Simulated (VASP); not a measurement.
MnO2: single point with LDA

Crystal: MnO2.

```
Mn O
1.0
     1.45645    0.84088    4.67384
    -1.45645    0.84088    4.67384
     0.00000   -1.68176    4.67384
Mn O
1 2
Direct
  0.00000 0.00000 0.00000
  0.73564 0.73564 0.73564
  0.26436 0.26436 0.26436
```

| Property | Result |
| --- | --- |
| Program | VASP 6.6.1 |
| Task | single point |
| Functional | LDA |
| Potentials or basis | VASP PAW LDA potentials, release 64 (Mn_pv, O) |
| Cutoff | 520 eV |
| k mesh | 11 × 11 × 11 |
| Occupations | fermi-dirac, width 0.05 eV |
| Spin | collinear spin, ferromagnetic start |
| Starting moments | [4.0, 0.0, 0.0] μB |
| Dipole correction | no |
| Further INCAR settings | ALGO = Normal; EDIFF = 1e-06; NBANDS = 24 |

```yaml
Pressure: -17.4 GPa
Largest_force: 1.205 eV/Å
Band_gap_on_the_k_mesh: 0.55 eV, indirect (least direct gap 0.61 eV)
Net_moment: 3.00 μB per cell
Site_moments: Mn +2.84; O +0.04 μB
Valence_electrons_inside_the_program's_atomic_spheres: Mn 11.65; O 4.93
```

Forces on the atoms (eV/Å):
```
Mn   0.000  0.000  0.000
O    0.000  0.000 -1.205
O    0.000  0.000  1.205
```

Stress tensor (GPa, compression positive):
```
-19.82   0.00   0.00
  0.00 -19.82   0.00
  0.00   0.00 -12.58
```

Levels at points of the mesh, in eV from the valence-band top:
Spin up:
```tsv
k point	band 12	band 13	band 14	band 15	band 16	band 17
(0.00, 0.00, 0.00)	-1.39	-1.09	-0.27	2.55	2.55	6.56
```
Spin down:
```
           k point  band 8  band 9  band 10  band 11  band 12  band 13  band 14  band 15
(0.00, 0.00, 0.00)   -4.75   -1.29    -1.29    -0.94     0.55     0.55     2.09     3.92
```

It took 7.5 min on 1 thread of Intel(R) Xeon(R) Platinum 8488C (Sapphire Rapids), on a shared host, peak memory 0.32 GiB.

Caveat: a cell with one magnetic atom can't hold antiferromagnetic order, which such compounds often take; forces of over 1 eV/Å act on the atoms, so gaps and moduli don't describe the material at rest. A k mesh can miss the band edges.
